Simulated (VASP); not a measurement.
# PbI2 (P-3m1) in VASP: a series of runs

PbI2 is run at these levels: PBE; tasks: single point.

All numbers are computed with VASP 6.6.1; they aren't measurements. Logs are shortened: lines on timing, memory, paths and dates and some standing lists are left out, and cuts for length are marked.

### Step 1. The cell of the first run

It takes space group P-3m1 (No. 164, trigonal). The conventional cell has a = 4.555 Å, b = 4.555 Å, c = 6.977 Å, α = 90.00°, β = 90.00°, γ = 120.00°. Within 4.2 Å of Pb (site symmetry -3m) lie 6 I at 3.21 Å. I (site symmetry 3m) has 3 Pb at 3.21 Å and 3 I at 4.20 Å within 4.3 Å.

### Step 2. Single point, PBE

File INCAR:

```
PREC = Accurate
ENCUT = 500
EDIFF = 1E-6
ISMEAR = 0
SIGMA = 0.01
LREAL = F
LASPH = T
NELM = 120
ALGO = Normal
ISIF = 2
LWAVE = F
LCHARG = T
GGA = PE
LELF = T
LVHAR = T
NBANDS = 21
GGA_COMPAT = F
```

File KPOINTS:

```
Automatic mesh
0
Gamma
  6 6 4
```

File POSCAR:

```
PbI2
1.0
    4.5550000000      0.0000000000      0.0000000000
   -2.2775000000      3.9447460000      0.0000000000
    0.0000000000      0.0000000000      6.9770000000
Pb I
1 2
Direct
    0.0000000000      0.0000000000      0.0000000000
    0.3333330000      0.6666670000      0.2650000000
    0.6666670000      0.3333330000      0.7350000000
```

Potentials or basis: VASP PAW PBE potentials, release 64 (Pb_d, I).

Started as:

```
$ cat potpaw_PBE.64/Pb_d/POTCAR potpaw_PBE.64/I/POTCAR > POTCAR
$ mpirun -np 1 vasp_std > vasp.out
```

OUTCAR:

```text
PREC = Accurate
   ENCUT = 500
   EDIFF = 1E-6
   ISMEAR = 0
   LREAL = F
   LASPH = T
   NELM = 120
   ISIF = 2
   GGA = PE

 ion  position               nearest neighbor table
   1  0.000  0.000  0.000-   2 3.21   3 3.21   3 3.21   2 3.21   3 3.21   2 3.21
   2  0.333  0.667  0.265-   1 3.21   1 3.21   1 3.21
   3  0.667  0.333  0.735-   1 3.21   1 3.21   1 3.21

  LATTYP: Found a hexagonal cell.
 ALAT       =     4.5550000000
 C/A-ratio  =     1.5317233809

  Lattice vectors:

 A1 = (   4.5550000000,   0.0000000000,   0.0000000000)
 A2 = (  -2.2775000000,   3.9447460000,   0.0000000000)
 A3 = (   0.0000000000,   0.0000000000,   6.9770000000)

Analysis of symmetry for initial positions (statically):
=====================================================================
 Subroutine PRICEL returns:
 Original cell was already a primitive cell.

 Routine SETGRP: Setting up the symmetry group for a
 hexagonal supercell.

 Subroutine GETGRP returns: Found 12 space group operations
 (whereof 12 operations were pure point group operations)
 out of a pool of 24 trial point group operations.

The static configuration has the point symmetry D_3d.

Analysis of symmetry for dynamics (positions and initial velocities):
=====================================================================
 Subroutine PRICEL returns:
 Original cell was already a primitive cell.

 Routine SETGRP: Setting up the symmetry group for a
 hexagonal supercell.

 Subroutine GETGRP returns: Found 12 space group operations
 (whereof 12 operations were pure point group operations)
 out of a pool of 24 trial point group operations.

The dynamic configuration has the point symmetry D_3d.

 Subroutine INISYM returns: Found 12 space group operations
 (whereof 12 operations are pure point group operations),
 and found     1 'primitive' translations

----------------------------------------------------------------------------------------

                                     Primitive cell

  volume of cell :     125.3650

  direct lattice vectors                    reciprocal lattice vectors
     4.555000000  0.000000000  0.000000000     0.219538968  0.126750873  0.000000000
    -2.277500000  3.944746000  0.000000000     0.000000000  0.253501746  0.000000000
     0.000000000  0.000000000  6.977000000     0.000000000  0.000000000  0.143328078

  length of vectors
     4.555000000  4.555000247  6.977000000     0.253501760  0.253501746  0.143328078

  position of ions in fractional coordinates (direct lattice)
     0.000000000  0.000000000  0.000000000
     0.333333000  0.666667000  0.265000000
     0.666667000  0.333333000  0.735000000

  ion indices of the primitive-cell ions
   primitive index   ion index
                 1           1
                 2           2
                 3           3

----------------------------------------------------------------------------------------

 KPOINTS: Automatic mesh

Automatic generation of k-mesh.
 Grid dimensions read from file:
 generate k-points for:    6    6    4

 Generating k-lattice:

  Cartesian coordinates                     Fractional coordinates (reciprocal lattice)
     0.036589828  0.021125146  0.000000000     0.166666667 -0.000000000  0.000000000
     0.000000000  0.042250291  0.000000000     0.000000000  0.166666667  0.000000000
     0.000000000  0.000000000  0.035832019     0.000000000  0.000000000  0.250000000

  Length of vectors
     0.042250293  0.042250291  0.035832019

  Shift w.r.t. Gamma in fractional coordinates (k-lattice)
     0.000000000  0.000000000  0.000000000

 Subroutine IBZKPT returns following result:
 ===========================================

 Found     24 irreducible k-points:

 Following reciprocal coordinates:
            Coordinates               Weight
  0.000000  0.000000  0.000000      1.000000
  0.166667  0.000000  0.000000      6.000000
  0.333333 -0.000000  0.000000      6.000000
  0.500000  0.000000  0.000000      3.000000
  0.166667  0.166667  0.000000      6.000000
  0.333333  0.166667  0.000000     12.000000
[... 16 lines left out ...]
  0.333333  0.166667  0.500000     12.000000
  0.333333  0.333333  0.500000      2.000000
   k-points           NKPTS =     24   k-points in BZ     NKDIM =     24   number of bands    NBANDS=     21
   number of dos      NEDOS =    301   number of ions     NIONS =      3
   total plane-waves  NPLWV =  69984
   dimension x,y,z NGX =    36 NGY =   36 NGZ =   54
   dimension x,y,z NGXF=    72 NGYF=   72 NGZF=  108
   ions per type =               1   2
   NGX,Y,Z   is equivalent  to a cutoff of  13.14, 13.14, 12.87 a.u.
   NGXF,Y,Z  is equivalent  to a cutoff of  26.28, 26.28, 25.73 a.u.
 SYSTEM =  unknown system
   PREC   = accura    normal or accurate (medium, high low for compatibility)
   ISTART =      0    job   : 0-new  1-cont  2-samecut
   ICHARG =      2    charge: 1-file 2-atom 10-const
   ISPIN  =      1    spin polarized calculation?
   LNONCOLLINEAR =      F non collinear calculations
   LSORBIT =      F    spin-orbit coupling
   LASPH  =      T    aspherical Exc in radial PAW
   ENCUT  =  500.0 eV  36.75 Ry    6.06 a.u.   8.30  8.30 12.72*2*pi/ulx,y,z
   NELM   =    120;   NELMIN=  2; NELMDL= -5     # of ELM steps
   EDIFF  = 0.1E-05   stopping-criterion for ELM
   LREAL  =      F    real-space projection
   EDIFFG = 0.1E-04   stopping-criterion for IOM
   NSW    =      0    number of steps for IOM
   IBRION =     -1    ionic relax: 0-MD 1-quasi-New 2-CG
   NFREE  =      0    steps in history (QN), initial steepest desc. (CG)
   ISIF   =      2    stress and relaxation
   ISYM   =      2    0-nonsym 1-usesym 2-fastsym
   POTIM  = 0.5000    time-step for ionic-motion
   TEBEG  =    0.0;   TEEND  =   0.0 temperature during run
   PSTRESS=    0.0 pullay stress
   NELECT =      28.0000    total number of electrons
   NUPDOWN=      -1.0000    fix difference up-down
   EMIN   =  10.00;   EMAX   =-10.00  energy-range for DOS
   EFERMI =   0.00;   METHOD = LEGACY
   ISMEAR =     0;   SIGMA  =   0.01  broadening in eV -4-tet -1-fermi 0-gaus
   EFERMI_NEDOS =   21; number of points for ismear=-14 and -15
   IALGO  =     38    algorithm
   IMIX   =      4    mixing-type and parameters
     AMIX     =   0.40;   BMIX     =  1.00
     AMIX_MAG =   1.60;   BMIX_MAG =  1.00
  volume/ion in A,a.u.               =      41.79       282.00
  Fermi-wavevector in a.u.,A,eV,Ry     =   0.993273  1.877014 13.423399  0.986592
  Thomas-Fermi vector in A             =   2.125144
   LORBIT       =      0    0 simple, 1 ext, 2 COOP (PROOUT), +10 PAW based schemes
   GGA     = PE    functional components
   LHFCALC =     F    Hartree Fock is set to
   AEXX    =    0.0000 exact exchange contribution
   IVDW    =     0    specifies the selected vdW correction
   LEPSILON=     F    determine dielectric tensor
   LRPA    =     F    only Hartree local field effects (RPA)
 non-spin polarized calculation
 Gauss-broadening in eV      SIGMA  =   0.01
  energy-cutoff  :      500.00
  volume of cell :      125.36
 maximum number of plane-waves:      3200
 NGX is ok and might be reduce to    36
   NGX = 17   NGY = 17   NGZ = 25

 number of electron      28.0000001 magnetization

 Free energy of the ion-electron system (eV)
  ---------------------------------------------------
  ext. energy  EPLUGINS =         0.00000000
  ---------------------------------------------------
  free energy    TOTEN  =        -8.55080594 eV

  energy without entropy =       -8.55080594  energy(sigma->0) =       -8.55080594

 E-fermi :   2.7257     XC(G=0):  -8.1292

 val. band max:        2.6824409826   @ k =   0.0000   0.0000   0.5000
 cond. band min:       4.8979457156   @ k =   0.0000   0.0000   0.5000
 fundamental gap:      2.2155047330
 Fermi energy:         2.7257430556

 k-point     1 :       0.0000    0.0000    0.0000
  band No.  band energies     occupation
      1     -13.4337      2.00000
      2     -13.4337      2.00000
      3     -13.4197      2.00000
      4     -13.4113      2.00000
      5     -13.4113      2.00000
      6      -9.5439      2.00000
[... 13 lines left out ...]
     20      10.5360      0.00000
     21      10.5719      0.00000

 k-point     2 :       0.1667    0.0000    0.0000
  band No.  band energies     occupation
      1     -13.4439      2.00000
      2     -13.4307      2.00000
      3     -13.4171      2.00000
      4     -13.4126      2.00000
      5     -13.4095      2.00000
      6      -9.4191      2.00000
[... 13 lines left out ...]
     20      10.0958      0.00000
     21      10.6594      0.00000

 k-point     3 :       0.3333   -0.0000    0.0000
  band No.  band energies     occupation
      1     -13.4655      2.00000
      2     -13.4278      2.00000
      3     -13.4184      2.00000
      4     -13.4073      2.00000
      5     -13.4030      2.00000
      6      -9.1124      2.00000
[... 13 lines left out ...]
     20      10.9577      0.00000
     21      11.4398      0.00000

 k-point     4 :       0.5000    0.0000    0.0000
  band No.  band energies     occupation
      1     -13.4764      2.00000
      2     -13.4275      2.00000
      3     -13.4200      2.00000
      4     -13.4037      2.00000
      5     -13.3985      2.00000
      6      -8.8862      2.00000
[... 13 lines left out ...]
     20      11.6597      0.00000
     21      12.5374      0.00000

 k-point     5 :       0.1667    0.1667    0.0000
  band No.  band energies     occupation
      1     -13.4564      2.00000
      2     -13.4319      2.00000
      3     -13.4141      2.00000
      4     -13.4134      2.00000
      5     -13.4043      2.00000
      6      -9.2008      2.00000
[... 13 lines left out ...]
     20      10.6938      0.00000
     21      11.3318      0.00000
[... 382 lines left out ...]
     20      10.8885      0.00000
     21      11.5558      0.00000

 k-point    22 :       0.1667    0.1667    0.5000
  band No.  band energies     occupation
      1     -13.4567      2.00000
      2     -13.4319      2.00000
      3     -13.4141      2.00000
      4     -13.4134      2.00000
      5     -13.4043      2.00000
      6      -9.0683      2.00000
[... 13 lines left out ...]
     20      10.3462      0.00000
     21      10.5443      0.00000

 k-point    23 :       0.3333    0.1667    0.5000
  band No.  band energies     occupation
      1     -13.4678      2.00000
      2     -13.4354      2.00000
      3     -13.4158      2.00000
      4     -13.4066      2.00000
      5     -13.4010      2.00000
      6      -8.8275      2.00000
[... 13 lines left out ...]
     20      10.7882      0.00000
     21      10.9311      0.00000

 k-point    24 :       0.3333    0.3333    0.5000
  band No.  band energies     occupation
      1     -13.4537      2.00000
      2     -13.4537      2.00000
      3     -13.4077      2.00000
      4     -13.4077      2.00000
      5     -13.4062      2.00000
      6      -8.7126      2.00000
[... 13 lines left out ...]
     20      10.3829      0.00000
     21      10.7893      0.00000

------------------------ aborting loop because EDIFF is reached ----------------------------------------

  FORCE on cell =-STRESS in cart. coord.  units (eV):
  Direction    XX          YY          ZZ          XY          YZ          ZX
  --------------------------------------------------------------------------------------
  -------------------------------------------------------------------------------------
  Total        1.4018584      1.4018586      1.4599254     -0.0000000      0.0000000      0.0000000
  in kB       17.9158979     17.9159005     18.6580001     -0.0000000      0.0000000      0.0000000
  external PRESSURE =      18.1632662 kB  Pullay stress =       0.0000000 kB

 VOLUME and BASIS-vectors are now :
 -----------------------------------------------------------------------------
  energy-cutoff  :      500.00
  volume of cell :      125.36
      direct lattice vectors                 reciprocal lattice vectors
     4.555000000  0.000000000  0.000000000     0.219538968  0.126750873  0.000000000
    -2.277500000  3.944746000  0.000000000     0.000000000  0.253501746  0.000000000
     0.000000000  0.000000000  6.977000000     0.000000000  0.000000000  0.143328078

 POSITION                                       TOTAL-FORCE (eV/Angst)
 -----------------------------------------------------------------------------------
      0.00000      0.00000      0.00000        -0.000000      0.000000     -0.000000
     -0.00000      2.62983      1.84891         0.000000     -0.000000      0.172575
      2.27750      1.31491      5.12809        -0.000000      0.000000     -0.172575
 -----------------------------------------------------------------------------------
    total drift:                                0.000000      0.000000      0.000000

  FREE ENERGIE OF THE ION-ELECTRON SYSTEM (eV)
  ---------------------------------------------------
  free  energy   TOTEN  =        -8.5508059393 eV

  energy  without entropy=       -8.5508059393  energy(sigma->0) =       -8.55080594
```

It took 77 s on 1 thread of Intel Xeon 8259CL, shared host; peak memory 0.27 GiB.

Results:

```
Free energy            : -8.5508 eV
Pressure               : 1.8 GPa
Largest force          : 0.173 eV/Å
Band gap on the k mesh : 2.22 eV
```

Forces on the atoms (eV/Å):
```
Pb   0.000  0.000  0.000
I    0.000  0.000  0.173
I    0.000  0.000 -0.173
```

Levels at points of the mesh, in eV from the valence-band top:
```tsv
k point	band 11	band 12	band 13	band 14	band 15	band 16	band 17	band 18
(0.00, 0.00, 0.00)	-1.03	-0.94	-0.94	-0.71	2.46	3.35	3.35	6.41
(0.50, 0.00, 0.00)	-2.10	-1.57	-0.78	-0.38	2.87	3.70	4.75	5.07
(0.00, 0.00, 0.50)	-1.16	-0.76	-0.76	0.00	2.22	3.17	3.17	6.41
(0.50, 0.00, 0.50)	-1.73	-1.35	-1.14	-0.66	3.24	3.74	4.16	5.79
```

Caveat: spin-orbit coupling is left out, which moves the levels of the heavy elements; this functional lacks dispersion, which binds the layers, so the pressure and a relaxed spacing across them are unreliable.

### Step 3. Single point, PBE

File INCAR:

```
SYSTEM = PbI2
  PREC = Accurate
  ENCUT = 500
  EDIFF = 1E-6
  ISMEAR = 0
  SIGMA = 0.01
  LREAL = .False.
  LASPH = .True.
  NELM = 120
  ALGO = Normal
  ISIF = 2
  LWAVE = .False.
  LCHARG = .True.
  GGA = PE
  LELF = .True.
  LVHAR = .True.
  NBANDS = 21
  GGA_COMPAT = .False.
```

File KPOINTS:

```
Automatic mesh
0
Gamma
  6 6 4
  0 0 0
```

POSCAR is that of step 2.

Potentials or basis: VASP PAW PBE potentials, release 64 (Pb_d, I).

Started as:

```
$ cat potpaw_PBE.64/Pb_d/POTCAR potpaw_PBE.64/I/POTCAR > POTCAR
$ mpirun -np 1 vasp_std > vasp.out
```

It took 91 s on 1 thread of Intel Xeon 8259CL, shared host; peak memory 0.27 GiB.

It converged, with:

```
Free energy            : -8.5508 eV
Pressure               : 1.8 GPa
Largest force          : 0.173 eV/Å
Band gap on the k mesh : 2.22 eV
```

Forces in eV/Å, atoms in the order of the input:
```
Pb   0.000  0.000  0.000
I    0.000  0.000  0.173
I    0.000  0.000 -0.173
```

Levels at points of the mesh, in eV from the valence-band top:
```csv
k point,band 10,band 11,band 12,band 13,band 14,band 15,band 16,band 17,band 18,band 19
"(0.00, 0.00, 0.00)",-1.03,-1.03,-0.94,-0.94,-0.71,2.46,3.35,3.35,6.41,7.47
"(0.50, 0.00, 0.00)",-2.40,-2.10,-1.57,-0.78,-0.38,2.87,3.70,4.75,5.07,8.04
"(0.00, 0.00, 0.50)",-1.16,-1.16,-0.76,-0.76,0.00,2.22,3.17,3.17,6.41,7.31
"(0.50, 0.00, 0.50)",-1.89,-1.73,-1.35,-1.14,-0.66,3.24,3.74,4.16,5.79,7.59
```

Caveat: spin-orbit coupling is left out, which moves the levels of the heavy elements; this functional lacks dispersion, which binds the layers, so the pressure and a relaxed spacing across them are unreliable. PBE gaps usually lie below the measured ones, often by a third to a half.
